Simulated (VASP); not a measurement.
Runs of VASP 6.6.1 on VH. It takes space group Fm-3m (No. 225, cubic). Conventional cell: a = 3.928 Å, b = 3.928 Å, c = 3.928 Å, α = 90.00°, β = 90.00°, γ = 90.00°. Within 2.6 Å of V (site symmetry m-3m) lie 6 H at 1.96 Å. H (site symmetry m-3m) has 6 V at 1.96 Å within 2.6 Å. 

| k mesh | gap on the mesh (eV) | pressure (GPa) | moment (μB) |
| --- | --- | --- | --- |
| 7 × 7 × 7 | none | -3.9 | 0.00 |
| 4 × 4 × 4 | none | -4.1 | 0.00 |
| 5 × 5 × 5 | none | -4.1 | 0.26 |
| 6 × 6 × 6 | none | (a) | (b) |
| 9 × 9 × 9 | none | -4.2 | 0.00 |

Alike in all rows: task single point; level PBEsol; potentials or basis VASP PAW PBE potentials, release 64 (V_sv, H); spin collinear, ferromagnetic start; cell as given; cutoff (eV) 500; smearing methfessel-paxton 0.2 eV.

**Question.** Fill in the values left out.

**Answer.** (a) -2.9; (b) 0.01.

Caveats: some runs use coarse meshes; the PAW data sets were made with another functional, which shifts forces and pressure a little; the moments typed at the start vanished in this run (at least some runs); a moment this small can come from the mesh or the smearing (at least some runs); the cell stands under tension (at least some runs).

A gap of «none» marks levels without a gap at the run's occupations.
